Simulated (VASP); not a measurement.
Here is a VASP 6.6.1 calculation.

File INCAR:

```
SYSTEM = Cd3O
PREC     = Accurate       ! precision mode
ENCUT    = 520            ! plane-wave cutoff, eV
EDIFF    = 1E-6           ! SCF threshold, eV
ISMEAR   = 0              ! smearing method
SIGMA    = 0.1            ! smearing width, eV
LREAL    = .FALSE.        ! projectors in reciprocal space
LASPH    = .TRUE.         ! aspherical terms in the spheres
NELM     = 80             ! most SCF steps
ALGO     = Normal         ! electronic algorithm
ISIF     = 2              ! what is computed and relaxed
LWAVE    = .FALSE.        ! write WAVECAR
LCHARG   = .FALSE.        ! write CHGCAR
GGA      = PE             ! functional
NBANDS   = 52             ! bands
```

File KPOINTS:

```
Automatic mesh
0
G
  6 6 6
  0 0 0
```

File POSCAR:

```
Cd3O
1.0
    5.2922656365      0.0000000000      0.0000000000
   -2.6461328182      4.5832364848      0.0000000000
    0.0000000000      0.0000000000      6.2803993412
Cd O
6 2
Direct
    0.3473241770      0.0000000000      0.2500000000
    0.0000000000      0.3473241770      0.2500000000
    0.6526758230      0.6526758230      0.2500000000
    0.6526758230      0.0000000000      0.7500000000
    0.0000000000      0.6526758230      0.7500000000
    0.3473241770      0.3473241770      0.7500000000
    0.0000000000      0.0000000000      0.0000000000
    0.0000000000      0.0000000000      0.5000000000
```

Potentials or basis: VASP PAW PBE potentials, release 64 (Cd, O).

Launch:

```sh
$ cat potpaw_PBE.64/Cd/POTCAR potpaw_PBE.64/O/POTCAR > POTCAR
$ mpirun -np 1 vasp_std > vasp.out
```

Q: What does it give for the band gap on the k mesh?

A: Zero (bands 42 and 43 overlap by 3.20 eV).

Q: What does it give for the largest force?

A: 0.046 eV/Å.

Q: Estimate the pressure.

A: 0.5 GPa.

Forces on the atoms (eV/Å):
```
Cd   0.046  0.000  0.000
Cd  -0.023  0.039  0.000
Cd  -0.023 -0.039  0.000
Cd  -0.046  0.000  0.000
Cd   0.023 -0.039  0.000
Cd   0.023  0.039  0.000
O    0.000  0.000  0.000
O    0.000  0.000  0.000
```
